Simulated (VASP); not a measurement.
**PmS: single point with PBE+U**

The system is PmS.

```xyz
2
Lattice="0.0000 3.0812 3.0812 3.0812 0.0000 3.0812 3.0812 3.0812 0.0000" Properties=species:S:1:pos:R:3 pbc="T T T"
Pm    0.0000    0.0000    0.0000
S     1.5406    1.5406    1.5406
```

```yaml
Program: VASP 6.6.1
Task: single point
Functional: PBE
Potentials_or_basis: VASP PAW PBE potentials, release 64 (Pm, S)
Cutoff: 600 eV
k_mesh: 5 × 5 × 5
Occupations: gaussian, width 0.05 eV
Spin: collinear spin
Starting_moments: "[5.0, -0.04] μB"
Hubbard_terms: Pm f U = 3.0 eV
Dipole_correction: no
Further_INCAR_settings: ALGO = Normal; EDIFF = 1e-06; NBANDS = 22
```

The pressure is 7.4 GPa and the band gap on the k mesh is zero (filled and empty bands overlap). The net moment is 5.00 μB per cell and the site moments are Pm +4.48; S -0.06 μB. The valence electrons inside the program's atomic spheres are Pm 12.45; S 3.83.

Levels at points of the mesh, in eV from the Fermi level:
Spin up:
```
           k point  band 9  band 10  band 11  band 12  band 13  band 14  band 15  band 16  band 17  band 18
(0.00, 0.00, 0.00)   -2.63    -2.63    -2.63    -2.30    -0.10     0.09     0.09     0.09     1.52     1.52
```
Spin down:
| k point | band 5 | band 6 | band 7 | band 8 | band 9 | band 10 | band 11 | band 12 |
| --- | --- | --- | --- | --- | --- | --- | --- | --- |
| (0.00, 0.00, 0.00) | -13.93 | -4.53 | -4.53 | -4.53 | 0.21 | 2.09 | 2.09 | 2.93 |

Eigenvalues of the final occupation matrices:
```tsv
site	spin	trace	eigenvalues
site 1 f	1	4.35	0.16 0.16 0.16 0.94 0.97 0.97 0.97
site 1 f	2	0.03	0.00 0.00 0.00 0.00 0.00 0.00 0.01
```

Run time: 52 s on 1 thread of AMD EPYC 7R13 Processor (Zen 3) (shared host), peak memory 0.22 GiB.

Caveat: the magnetic or orbital state may not be the lowest; the cell stands under pressure; spin-orbit coupling is left out, which moves the levels of the heavy elements.
